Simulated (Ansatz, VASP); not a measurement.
# S in VASP and in Ansatz

```
CELL_PARAMETERS angstrom
14.00000 0.00000 0.00000
0.00000 14.40000 0.00000
0.00000 0.00000 14.80000
ATOMIC_POSITIONS crystal
S 0.50000 0.50000 0.50000
```

Alike in both runs: task single point; functional PBE; k mesh 1 × 1 × 1; occupations fermi-dirac, width 0.01 eV; collinear spin.

|  | VASP | Ansatz |
| --- | --- | --- |
| version | VASP 6.6.1 | Ansatz 0.2.0 |
| potentials or method | VASP PAW PBE potentials, release 64 (S), cutoff 520 eV | plane waves (420 eV) with PAW, scalar-relativistic |
| valence electrons in the cell | 6 | 6 |

VASP gave:

* gap on the k mesh at the Fermi level (eV): 1.72
* net moment per atom (μB): 2.00
* size of the moment on the site where the two differ most (μB): 1.12

Problem. Estimate Ansatz's values.

Solution. gap on the k mesh at the Fermi level (eV): 0.52; net moment per atom (μB): 2.00; size of the moment on the site where the two differ most (μB): 2.00.

Site moments also hang on the region over which each program counts them. Ansatz's warnings: xc potential rough in thin density.
